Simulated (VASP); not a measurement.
**ErBe: single point with PBE**

The system is ErBe.

```
CELL_PARAMETERS angstrom
0.00000 3.05135 3.05135
3.05135 0.00000 3.05135
3.05135 3.05135 0.00000
ATOMIC_POSITIONS crystal
Er 0.00000 0.00000 0.00000
Be 0.75000 0.75000 0.75000
```

The cell was built from a structure type or drawn by symmetry, and may not be a known phase.

| Item | Value |
| --- | --- |
| Program | VASP 6.6.1 |
| Task | single point |
| Functional | PBE |
| Potentials or basis | VASP PAW PBE potentials, release 64 (Er_3, Be), 4f in core |
| Cutoff | 600 eV |
| k mesh | 7 × 7 × 7 |
| Occupations | gaussian, width 0.2 eV |
| Spin | no spin polarisation |

```yaml
Pressure: 0.5 GPa
Band_gap_on_the_k_mesh: zero (an odd number of electrons rules out a gap without spin polarisation)
```

Levels at points of the mesh, in eV from the Fermi level:
```csv
k point,band 1,band 2,band 3,band 4,band 5,band 6,band 7,band 8,band 9,band 10
"(0.00, 0.00, 0.00)",-24.98,-24.98,-24.98,-5.36,-0.07,-0.07,-0.07,2.83,2.83,5.96
```

Wall time 43 s on 1 thread of AMD EPYC 7R43 64-Core Processor (Zen 3) (shared host), peak memory 0.17 GiB.

Caveat: spin-orbit coupling is left out, which moves the levels of the heavy elements; the 4f electrons are frozen in the core, so they carry no moment and show no levels. Spin polarisation is off, so any magnetic state and its effect on volume and gap are missing.
